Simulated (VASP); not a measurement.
Here is a VASP 6.6.1 calculation.

Contents of INCAR:

```
SYSTEM = BaO
PREC = Accurate ; ENCUT = 600
EDIFF = 1E-6 ; ISMEAR = -1
SIGMA = 0.06122561905347299 ; LREAL = .FALSE.
LASPH = .TRUE. ; NELM = 120
ALGO = Normal ; ISIF = 2
LWAVE = .FALSE. ; LCHARG = .FALSE.
GGA = PE ; NBANDS = 15
GGA_COMPAT = .FALSE.
```

File KPOINTS:

```
Automatic mesh
0
G
  17 17 17
  0 0 0
```

Contents of POSCAR:

```
BaO
1.0
    0.0000000000      2.7297560755      2.7297560755
    2.7297560755      0.0000000000      2.7297560755
    2.7297560755      2.7297560755      0.0000000000
Ba O
1 1
Direct
    0.0000000000      0.0000000000      0.0000000000
    0.5000000000      0.5000000000      0.5000000000
```

Potentials or basis: VASP PAW PBE potentials, release 64 (Ba_sv, O).

Command:

```sh
$ cat potpaw_PBE.64/Ba_sv/POTCAR potpaw_PBE.64/O/POTCAR > POTCAR
$ mpirun -np 1 vasp_std > vasp.out
```

Q: Predict the pressure.

A: 6.9 GPa.

Q: Predict the band gap on the k mesh.

A: 1.84 eV (least direct gap 1.88 eV).

Caveat: the cell stands under pressure; spin-orbit coupling is left out, which moves the levels of the heavy elements; an odd mesh through Γ misses points on the zone boundary, where band edges can lie.
